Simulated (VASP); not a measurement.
Set up this calculation in VASP 6.6.1, as the native input.

```yaml
Task: single point
Functional: PBEsol
Potentials_or_basis: VASP PAW PBE potentials, release 64 (Bi_d, Te)
Cutoff: 520 eV
k_mesh: 14 × 14 × 14
Occupations: gaussian, width 0.15 eV
Spin: no spin polarisation
Dipole_correction: no
Further_INCAR_settings: ALGO = Normal; EDIFF = 1e-06; NBANDS = 18
```

The structure of BiTe lies in POSCAR:

```
BiTe
1.0
    0.0000000000      3.2350000000      3.2350000000
    3.2350000000      0.0000000000      3.2350000000
    3.2350000000      3.2350000000      0.0000000000
Bi Te
1 1
Direct
   -0.0115919629     -0.0115919629      0.0115919629
    0.5000000000      0.5000000000      0.5000000000
```

This cell differs from its parent crystal: all Bi atoms moved +0.075 Å, as atom 1 towards its neighbour atom 2 (Te) at 3.235 Å.

These files were run (other wordings do the same):

INCAR

```
PREC = Accurate ; ENCUT = 520
EDIFF = 1E-6 ; ISMEAR = 0
SIGMA = 0.15 ; LREAL = False
LASPH = True ; NELM = 60
ALGO = Normal ; ISIF = 2
LWAVE = False ; LCHARG = False
GGA = PS ; NBANDS = 18
```

KPOINTS

```
regular mesh
0
Gamma
  14 14 14
```

Potentials or basis: VASP PAW PBE potentials, release 64 (Bi_d, Te).

Launch:

```sh
$ cat potpaw_PBE.64/Bi_d/POTCAR potpaw_PBE.64/Te/POTCAR > POTCAR
$ mpirun -np 1 vasp_std > vasp.out
```

Results of the run:

| Quantity | Value |
| --- | --- |
| Pressure | -1.6 GPa |
| Largest force | 0.173 eV/Å |

Caveat: the cell differs from its parent crystal (all Bi atoms moved +0.075 Å, as atom 1 towards its neighbour atom 2 (Te) at 3.235 Å); the PAW data sets were made with another functional, which shifts forces and pressure a little.

Run time: 2.9 min on 1 thread of Intel(R) Xeon(R) Platinum 8259CL CPU @ 2.50GHz (Skylake/Cascade Lake), with other jobs on the host, peak memory 0.43 GiB.
